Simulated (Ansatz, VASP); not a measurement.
# Rb3Fe: VASP beside Ansatz

```
Rb Fe
1.0
     6.00407    0.00000    0.00000
     0.00000    6.00407    0.00000
     0.00000    0.00000    6.00407
Rb Fe
3 1
Direct
  0.00000 0.50000 0.50000
  0.50000 0.00000 0.50000
  0.50000 0.50000 0.00000
  0.00000 0.00000 0.00000
```

Alike in both runs: functional r2SCAN; k mesh 4 × 4 × 4; occupations gaussian, width 0.1 eV; collinear spin.

Ansatz relaxed the structure, and its values are those at the end. VASP's run is a single point on that final structure, the one shown.

```csv
,VASP,Ansatz
version,VASP 6.6.1,Ansatz 0.2.0
potentials or method,"VASP PAW PBE potentials, release 64 (Rb_sv, Fe), cutoff 520 eV","scalar-relativistic, plane waves, PAW"
valence electrons in the cell,35,43
```

```tsv
	VASP	Ansatz	Ansatz less VASP
gap on the k mesh at the Fermi level (eV)	none	none	-
pressure (GPa)	0.2	0.2	-0.01
net moment per atom (μB)	0.72	0.72	0.000
size of the moment on the site where the two differ most (μB)	3.12	3.25	+0.123
```

VASP's potentials were made for PBE, not for r2SCAN. Site moments also hang on the region over which each program counts them. A gap of «none» marks a metal or a gap that the smearing closes. VASP's potentials hold 35 valence electrons a cell and Ansatz's 43, so a difference there can come from the potentials and not from the codes.
